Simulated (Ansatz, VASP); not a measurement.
One calculation of Si, two programs

File INCAR:

```
PREC = Accurate
ENCUT = 520
EDIFF = 1E-7
ISMEAR = -1
SIGMA = 0.1
LREAL = False
LASPH = True
NELM = 100
ALGO = Normal
ISIF = 2
LWAVE = False
LCHARG = True
LDIPOL = True
IDIPOL = 3
DIPOL = 0.5 0.5 0.500
GGA = PE
LELF = True
LVHAR = True
LVACPOTAV = True
NBANDS = 21
```

File KPOINTS:

```
Automatic mesh
0
Gamma
  15 10 1
```

The input POSCAR:

```
Si
1.0
    2.6702107599      0.0000000000      0.0000000000
    0.0000000000      4.3604359116      0.0000000000
    0.0000000000      0.0000000000     22.2937000000
Si
6
Direct
    0.3333333335      0.2500000000      0.3588447157
    0.9999999995      0.7500000000      0.4153068298
    0.6666666665      0.2500000000      0.4717689433
    0.3333333335      0.7500000000      0.5282310567
    0.9999999995      0.2500000000      0.5846931709
    0.6666666665      0.7500000000      0.6411552843
```

Input for Ansatz:

```yaml
crystal:
  lattice:
    - [2.6702107599, 0.0, 0.0]
    - [0.0, 4.3604359116, 0.0]
    - [0.0, 0.0, 22.2937]
  atoms:
    - { symbol: Si, position: [0.3333333335, 0.25, 0.3588447157] }
    - { symbol: Si, position: [0.9999999995, 0.75, 0.4153068298] }
    - { symbol: Si, position: [0.6666666665, 0.25, 0.4717689433] }
    - { symbol: Si, position: [0.3333333335, 0.75, 0.5282310567] }
    - { symbol: Si, position: [0.9999999995, 0.25, 0.5846931709] }
    - { symbol: Si, position: [0.6666666665, 0.75, 0.6411552843] }
kpoints:
  mp_grid: { grid: [15, 10, 1] }
scf:
  occupations: { method: fermi_dirac, width: 0.1 }
hamiltonian:
  xc: pbe
  pseudopotentials: { kind: all_electron, lapw: { basis_error: 0.001 } }
output:
  forces: true
  stress: true
  eigenvalues: true
  populations: true
  dos: { projected: true, de: 0.2, e_range: [-14, 8] }
efield:
  axis: 3
  amplitude: 0
  dipole_correction: true
```

Alike in both runs: task single point; functional PBE; k mesh 15 × 10 × 1; occupations fermi-dirac, width 0.1 eV; no spin polarisation.

```csv
,VASP,Ansatz
version,VASP 6.6.1,Ansatz 0.2.0
potentials or method,"VASP PAW PBE potentials, release 64 (Si), cutoff 520 eV","all-electron LAPW, scalar-relativistic"
```

```csv
,VASP,Ansatz,Ansatz less VASP
rms of the force components (eV/Å),0.207,0.207,-0.0006
```

Atom by atom the forces differ by 0.001 eV/Å (rms over components). Ansatz ran all-electron here, and VASP with PAW potentials.
